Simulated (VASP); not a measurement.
# HC6 (flat sheet) in VASP: further runs

The runs below take HC6 (flat sheet) through single point, with PBE.

All numbers are computed with VASP 6.6.1; they aren't measurements. Logs are shortened: lines on timing, memory, paths and dates and some standing lists are left out, and cuts for length are marked.

### 1 The cell of the first run

The cell holds a wire with vacuum, 14 atoms: a = 22.600 Å, b = 9.300 Å, c = 2.463 Å, α = 90.00°, β = 90.00°, γ = 90.00°.

### 2 Single point, PBE

INCAR

```
SYSTEM = HC6
ALGO = Normal
EDIFF = 1E-6
ENCUT = 520
GGA = PE
ISIF = 2
ISMEAR = 0
LASPH = .TRUE.
LCHARG = .FALSE.
LREAL = .FALSE.
LWAVE = .FALSE.
NBANDS = 38
NELM = 60
PREC = Accurate
SIGMA = 0.05
```

KPOINTS

```
k-points
0
G
  1 1 36
  0 0 0
```

POSCAR

```
HC6
1.0
   22.6000000000      0.0000000000      0.0000000000
    0.0000000000      9.3000000000      0.0000000000
    0.0000000000      0.0000000000      2.4630210243
C H
12 2
Direct
    0.2783625131      0.5000000000      0.5000000000
    0.3735676924      0.5000000000      0.0000000000
    0.4683465653      0.5000000000      0.5000000000
    0.5630417306      0.5000000000      0.0000000000
    0.6577067336      0.5000000000      0.5000000000
    0.7517349693      0.5000000000      0.0000000000
    0.2482650307      0.5000000000      0.0000000000
    0.3422932664      0.5000000000      0.5000000000
    0.4369582694      0.5000000000      0.0000000000
    0.5316534347      0.5000000000      0.5000000000
    0.6264323076      0.5000000000      0.0000000000
    0.7216374869      0.5000000000      0.5000000000
    0.8000507533      0.5000000000      1.0000000000
    0.1999492467      0.5000000000      0.0000000000
```

Potentials or basis: VASP PAW PBE potentials, release 64 (C, H).

On the command line:

```
> cat potpaw_PBE.64/C/POTCAR potpaw_PBE.64/H/POTCAR > POTCAR
> mpirun -np 1 vasp_std > vasp.out
```

OUTCAR:

```text
SYSTEM = HC6
   EDIFF = 1E-6
   ENCUT = 520
   GGA = PE
   ISIF = 2
   ISMEAR = 0
   LASPH = .TRUE.
   LREAL = .FALSE.
   NELM = 60
   PREC = Accurate

 ion  position               nearest neighbor table
   1  0.278  0.500  0.500-   7 1.41   7 1.41   8 1.44
   2  0.374  0.500  0.000-   8 1.42   8 1.42   9 1.43
   3  0.468  0.500  0.500-   9 1.42   9 1.42  10 1.43
   4  0.563  0.500  0.000-  10 1.42  10 1.42  11 1.43
   5  0.658  0.500  0.500-  11 1.42  11 1.42  12 1.44
   6  0.752  0.500  0.000-  13 1.09  12 1.41  12 1.41
   7  0.248  0.500  0.000-  14 1.09   1 1.41   1 1.41
   8  0.342  0.500  0.500-   2 1.42   2 1.42   1 1.44
   9  0.437  0.500  0.000-   3 1.42   3 1.42   2 1.43
  10  0.532  0.500  0.500-   4 1.42   4 1.42   3 1.43
  11  0.626  0.500  0.000-   5 1.42   5 1.42   4 1.43
  12  0.722  0.500  0.500-   6 1.41   6 1.41   5 1.44
  13  0.800  0.500  0.000-   6 1.09
  14  0.200  0.500  0.000-   7 1.09

  LATTYP: Found a simple orthorhombic cell.
 ALAT       =     2.4630210243
 B/A-ratio  =     3.7758508386
 C/A-ratio  =     9.1757235432

  Lattice vectors:

 A1 = (   0.0000000000,   0.0000000000,  -2.4630210243)
 A2 = (   0.0000000000,   9.3000000000,   0.0000000000)
 A3 = (  22.6000000000,   0.0000000000,   0.0000000000)

Analysis of symmetry for initial positions (statically):
=====================================================================
 Subroutine PRICEL returns:
 Original cell was already a primitive cell.

 Routine SETGRP: Setting up the symmetry group for a
 simple orthorhombic supercell.

 Subroutine GETGRP returns: Found  8 space group operations
 (whereof  8 operations were pure point group operations)
 out of a pool of  8 trial point group operations.

The static configuration has the point symmetry D_2h.

Analysis of symmetry for dynamics (positions and initial velocities):
=====================================================================
 Subroutine PRICEL returns:
 Original cell was already a primitive cell.

 Routine SETGRP: Setting up the symmetry group for a
 simple orthorhombic supercell.

 Subroutine GETGRP returns: Found  8 space group operations
 (whereof  8 operations were pure point group operations)
 out of a pool of  8 trial point group operations.

The dynamic configuration has the point symmetry D_2h.

 Subroutine INISYM returns: Found  8 space group operations
 (whereof  8 operations are pure point group operations),
 and found     1 'primitive' translations

----------------------------------------------------------------------------------------

                                     Primitive cell

  volume of cell :     517.6778

  direct lattice vectors                    reciprocal lattice vectors
    22.600000000  0.000000000  0.000000000     0.044247788  0.000000000  0.000000000
     0.000000000  9.300000000  0.000000000     0.000000000  0.107526882  0.000000000
     0.000000000  0.000000000  2.463021024     0.000000000  0.000000000  0.406005467

  length of vectors
    22.600000000  9.300000000  2.463021024     0.044247788  0.107526882  0.406005467

  position of ions in fractional coordinates (direct lattice)
     0.278362513  0.500000000  0.500000000
     0.373567692  0.500000000  0.000000000
     0.468346565  0.500000000  0.500000000
     0.563041731  0.500000000  0.000000000
     0.657706734  0.500000000  0.500000000
     0.751734969  0.500000000  0.000000000
     0.248265031  0.500000000  0.000000000
     0.342293266  0.500000000  0.500000000
     0.436958269  0.500000000  0.000000000
     0.531653435  0.500000000  0.500000000
     0.626432308  0.500000000  0.000000000
     0.721637487  0.500000000  0.500000000
     0.800050753  0.500000000  0.000000000
     0.199949247  0.500000000  0.000000000

  ion indices of the primitive-cell ions
   primitive index   ion index
                 1           1
                 2           2
                 3           3
                 4           4
                 5           5
                 6           6
                 7           7
                 8           8
                 9           9
                10          10
                11          11
                12          12
                13          13
                14          14

----------------------------------------------------------------------------------------

 KPOINTS: k-points

Automatic generation of k-mesh.
 Grid dimensions read from file:
 generate k-points for:    1    1   36

 Generating k-lattice:

  Cartesian coordinates                     Fractional coordinates (reciprocal lattice)
     0.044247788  0.000000000  0.000000000     1.000000000  0.000000000  0.000000000
     0.000000000  0.107526882  0.000000000     0.000000000  1.000000000  0.000000000
     0.000000000  0.000000000  0.011277930     0.000000000  0.000000000  0.027777778

  Length of vectors
     0.044247788  0.107526882  0.011277930

  Shift w.r.t. Gamma in fractional coordinates (k-lattice)
     0.000000000  0.000000000  0.000000000

 Subroutine IBZKPT returns following result:
 ===========================================

 Found     19 irreducible k-points:

 Following reciprocal coordinates:
            Coordinates               Weight
  0.000000  0.000000  0.000000      1.000000
  0.000000  0.000000  0.027778      2.000000
  0.000000  0.000000  0.055556      2.000000
  0.000000  0.000000  0.083333      2.000000
  0.000000  0.000000  0.111111      2.000000
  0.000000  0.000000  0.138889      2.000000
[... 11 lines left out ...]
  0.000000  0.000000  0.472222      2.000000
  0.000000  0.000000  0.500000      1.000000
   k-points           NKPTS =     19   k-points in BZ     NKDIM =     19   number of bands    NBANDS=     38
   number of dos      NEDOS =    301   number of ions     NIONS =     14
   total plane-waves  NPLWV = 211680
   dimension x,y,z NGX =   168 NGY =   70 NGZ =   18
   dimension x,y,z NGXF=   336 NGYF=  140 NGZF=   36
   ions per type =              12   2
   NGX,Y,Z   is equivalent  to a cutoff of  12.36, 12.51, 12.15 a.u.
   NGXF,Y,Z  is equivalent  to a cutoff of  24.72, 25.03, 24.30 a.u.
 SYSTEM =  HC6
   PREC   = accura    normal or accurate (medium, high low for compatibility)
   ISTART =      0    job   : 0-new  1-cont  2-samecut
   ICHARG =      2    charge: 1-file 2-atom 10-const
   ISPIN  =      1    spin polarized calculation?
   LNONCOLLINEAR =      F non collinear calculations
   LSORBIT =      F    spin-orbit coupling
   LASPH  =      T    aspherical Exc in radial PAW
   ENCUT  =  520.0 eV  38.22 Ry    6.18 a.u.  42.02 17.29  4.58*2*pi/ulx,y,z
   NELM   =     60;   NELMIN=  2; NELMDL= -5     # of ELM steps
   EDIFF  = 0.1E-05   stopping-criterion for ELM
   LREAL  =      F    real-space projection
   EDIFFG = 0.1E-04   stopping-criterion for IOM
   NSW    =      0    number of steps for IOM
   IBRION =     -1    ionic relax: 0-MD 1-quasi-New 2-CG
   NFREE  =      0    steps in history (QN), initial steepest desc. (CG)
   ISIF   =      2    stress and relaxation
   ISYM   =      2    0-nonsym 1-usesym 2-fastsym
   POTIM  = 0.5000    time-step for ionic-motion
   TEBEG  =    0.0;   TEEND  =   0.0 temperature during run
   PSTRESS=    0.0 pullay stress
   NELECT =      50.0000    total number of electrons
   NUPDOWN=      -1.0000    fix difference up-down
   EMIN   =  10.00;   EMAX   =-10.00  energy-range for DOS
   EFERMI =   0.00;   METHOD = LEGACY
   ISMEAR =     0;   SIGMA  =   0.05  broadening in eV -4-tet -1-fermi 0-gaus
   EFERMI_NEDOS =   21; number of points for ismear=-14 and -15
   IALGO  =     38    algorithm
   IMIX   =      4    mixing-type and parameters
     AMIX     =   0.40;   BMIX     =  1.00
     AMIX_MAG =   1.60;   BMIX_MAG =  1.00
  volume/ion in A,a.u.               =      36.98       249.53
  Fermi-wavevector in a.u.,A,eV,Ry     =   0.751124  1.419419  7.676235  0.564187
  Thomas-Fermi vector in A             =   1.848033
   LORBIT       =      0    0 simple, 1 ext, 2 COOP (PROOUT), +10 PAW based schemes
   GGA     = PE    functional components
   LHFCALC =     F    Hartree Fock is set to
   AEXX    =    0.0000 exact exchange contribution
   IVDW    =     0    specifies the selected vdW correction
   LEPSILON=     F    determine dielectric tensor
   LRPA    =     F    only Hartree local field effects (RPA)
 non-spin polarized calculation
 Gauss-broadening in eV      SIGMA  =   0.05
  energy-cutoff  :      520.00
  volume of cell :      517.68
 maximum number of plane-waves:     14031
   NGX = 85   NGY = 35   NGZ =  9

 number of electron      50.0000006 magnetization

 Free energy of the ion-electron system (eV)
  ---------------------------------------------------
  ext. energy  EPLUGINS =         0.00000000
  ---------------------------------------------------
  free energy    TOTEN  =      -117.00840378 eV

  energy without entropy =     -116.99864367  energy(sigma->0) =     -117.00352373

 E-fermi :  -2.2415     XC(G=0):  -3.0844

 val. band max:       -2.2415032522   @ k =   0.0000   0.0000   0.4444
 cond. band min:      -2.2393989984   @ k =   0.0000   0.0000   0.4444
 fundamental gap:      0.0021042538
 Fermi energy:        -2.2414551610

 k-point     1 :       0.0000    0.0000    0.0000
  band No.  band energies     occupation
      1     -21.4977      2.00000
      2     -21.0534      2.00000
      3     -20.3658      2.00000
      4     -19.4404      2.00000
      5     -18.3011      2.00000
      6     -17.0720      2.00000
[... 29 lines left out ...]
     36       2.9939      0.00000
     37       2.9964      0.00000
[... 688 lines left out ...]
      6     -15.7225      2.00000
[... 29 lines left out ...]
     36       6.2716      0.00000
     37       6.5137      0.00000
 [bands above 37 left out]

------------------------ aborting loop because EDIFF is reached ----------------------------------------

  FORCE on cell =-STRESS in cart. coord.  units (eV):
  Direction    XX          YY          ZZ          XY          YZ          ZX
  --------------------------------------------------------------------------------------
  -------------------------------------------------------------------------------------
  Total        0.3837291     -0.0798395      0.4324498      0.0000000     -0.0000000      0.0000000
  in kB        1.1876154     -0.2470977      1.3384028      0.0000000     -0.0000000      0.0000000
  external PRESSURE =       0.7596401 kB  Pullay stress =       0.0000000 kB

 VOLUME and BASIS-vectors are now :
 -----------------------------------------------------------------------------
  energy-cutoff  :      520.00
  volume of cell :      517.68
      direct lattice vectors                 reciprocal lattice vectors
    22.600000000  0.000000000  0.000000000     0.044247788  0.000000000  0.000000000
     0.000000000  9.300000000  0.000000000     0.000000000  0.107526882  0.000000000
     0.000000000  0.000000000  2.463021024     0.000000000  0.000000000  0.406005467

 POSITION                                       TOTAL-FORCE (eV/Angst)
 -----------------------------------------------------------------------------------
      6.29099      4.65000      1.23151         0.000203     -0.000000      0.000000
      8.44263      4.65000      0.00000         0.002651      0.000000      0.000000
     10.58463      4.65000      1.23151         0.001302      0.000000      0.000000
     12.72474      4.65000      0.00000         0.000827     -0.000000      0.000000
     14.86417      4.65000      1.23151         0.003499     -0.000000      0.000000
     16.98921      4.65000      0.00000         0.021910     -0.000000      0.000000
      5.61079      4.65000      0.00000        -0.021910     -0.000000     -0.000000
      7.73583      4.65000      1.23151        -0.003499     -0.000000     -0.000000
      9.87526      4.65000      0.00000        -0.000827     -0.000000      0.000000
     12.01537      4.65000      1.23151        -0.001302     -0.000000      0.000000
     14.15737      4.65000      0.00000        -0.002651     -0.000000      0.000000
     16.30901      4.65000      1.23151        -0.000203     -0.000000      0.000000
     18.08115      4.65000      0.00000         0.017805     -0.000000      0.000000
      4.51885      4.65000      0.00000        -0.017805     -0.000000     -0.000000
 -----------------------------------------------------------------------------------
    total drift:                               -0.000000     -0.000000      0.000000

  FREE ENERGIE OF THE ION-ELECTRON SYSTEM (eV)
  ---------------------------------------------------
  free  energy   TOTEN  =      -117.0084037818 eV

  energy  without entropy=     -116.9986436683  energy(sigma->0) =     -117.00352373
```

Run time: 6.9 min. Hardware: 1 thread of AMD EPYC 9R45 (Zen 5), shared host; peak memory 0.59 GiB.

What came out:

```
Free energy            : -117.0084 eV
Largest force          : 0.022 eV/Å
Band gap on the k mesh : zero (band 25 reaches -2.21 eV, above the bottom of band 26 at -2.26 eV)
```

Forces on the atoms (eV/Å):
```
C    0.000  0.000  0.000
C    0.003  0.000  0.000
C    0.001  0.000  0.000
C    0.001  0.000  0.000
C    0.003  0.000  0.000
C    0.022  0.000  0.000
C   -0.022  0.000  0.000
C   -0.003  0.000  0.000
C   -0.001  0.000  0.000
C   -0.001  0.000  0.000
C   -0.003  0.000  0.000
C    0.000  0.000  0.000
H    0.018  0.000  0.000
H   -0.018  0.000  0.000
```

### 3 Single point, PBE

INCAR: that of step 2 with these lines changed.

```diff
@@ -12,3 +12,3 @@
 NBANDS = 38
-NELM = 60
+NELM = 80
 PREC = Accurate
```

KPOINTS is that of step 2.

POSCAR

```
HC6
1.0
   22.6000000000      0.0000000000      0.0000000000
    0.0000000000      9.3000000000      0.0000000000
    0.0000000000      0.0000000000      2.4665450959
C H
12 2
Direct
    0.2794596609      0.5000000000      0.5000000000
    0.3739769491      0.5000000000      0.0000000000
    0.4684942373      0.5000000000      0.5000000000
    0.5630115254      0.5000000000      0.0000000000
    0.6575288136      0.5000000000      0.5000000000
    0.7520461018      0.5000000000      0.0000000000
    0.2479538982      0.5000000000      0.0000000000
    0.3424711864      0.5000000000      0.5000000000
    0.4369884746      0.5000000000      0.0000000000
    0.5315057627      0.5000000000      0.5000000000
    0.6260230509      0.5000000000      0.0000000000
    0.7205403391      0.5000000000      0.5000000000
    0.8002761903      0.5000000000      1.0000000000
    0.1997238097      0.5000000000      0.0000000000
```

Potentials or basis: VASP PAW PBE potentials, release 64 (C, H).

On the command line:

```
> cat potpaw_PBE.64/C/POTCAR potpaw_PBE.64/H/POTCAR > POTCAR
> mpirun -np 1 vasp_std > vasp.out
```

Run time: 6.8 min. Hardware: 1 thread of AMD EPYC 9R45 (Zen 5), shared host; peak memory 0.59 GiB.

The run converged. Its results:

* Free energy: -116.9572 eV
* Largest force: 1.681 eV/Å
* Band gap on the k mesh: zero (band 25 reaches -2.19 eV, above the bottom of band 26 at -2.22 eV)

Forces in eV/Å, atoms in the order of the input:
```
C   -1.681  0.000  0.000
C   -0.344  0.000  0.000
C   -0.233  0.000  0.000
C   -0.281  0.000  0.000
C   -0.643  0.000  0.000
C   -1.120  0.000  0.000
C    1.120  0.000  0.000
C    0.643  0.000  0.000
C    0.281  0.000  0.000
C    0.233  0.000  0.000
C    0.344  0.000  0.000
C    1.681  0.000  0.000
H    0.010  0.000  0.000
H   -0.010  0.000  0.000
```

Levels at points of the mesh, in eV from the Fermi level:
```csv
k point,band 21,band 22,band 23,band 24,band 25,band 26,band 27,band 28,band 29,band 30
"(0.00, 0.00, 0.00)",-3.85,-3.63,-3.33,-3.13,-2.76,2.24,3.12,3.37,3.37,3.47
"(0.00, 0.00, 0.50)",-2.58,-2.40,-2.39,-2.30,-0.02,-0.01,1.96,2.07,2.41,2.63
```
